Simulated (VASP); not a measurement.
Write the native input for VASP 6.6.1 that does the following.

| Property | Result |
| --- | --- |
| Task | single point |
| Functional | PBE |
| Potentials or basis | VASP PAW PBE potentials, release 64 (V_sv) |
| Cutoff | 500 eV |
| k mesh | 8 × 8 × 8 |
| Occupations | gaussian, width 0.1 eV |
| Spin | no spin polarisation |
| Dipole correction | no |
| Further INCAR settings | ALGO = Normal; EDIFF = 1e-06; NBANDS = 12 |

The structure of V lies in POSCAR:

```
V
1.0
   -1.4949989669      1.4949989669      1.4949989669
    1.4949989669     -1.4949989669      1.4949989669
    1.4949989669      1.4949989669     -1.4949989669
V
1
Direct
    0.0000000000      0.0000000000      0.0000000000
```

The input as run:

INCAR

```
  PREC = Accurate
  ENCUT = 500
  EDIFF = 1E-6
  ISMEAR = 0
  SIGMA = 0.1
  LREAL = F
  LASPH = T
  NELM = 120
  ALGO = Normal
  ISIF = 2
  LWAVE = F
  LCHARG = T
  GGA = PE
  LELF = T
  LVHAR = T
  NBANDS = 12
  GGA_COMPAT = F
```

KPOINTS

```
Automatic mesh
0
Gamma
  8 8 8
```

Potentials or basis: VASP PAW PBE potentials, release 64 (V_sv).

Command:

```bash
$ cat potpaw_PBE.64/V_sv/POTCAR > POTCAR
$ mpirun -np 1 vasp_std > vasp.out
```

It gave:

```json
{
  "Pressure": "0.1 GPa"
}
```

Caveat: the k points lie up to 0.37 Å⁻¹ apart.

It took 4.4 s on 1 thread of Intel Xeon 6975P-C, on a shared host, peak memory 0.12 GiB.
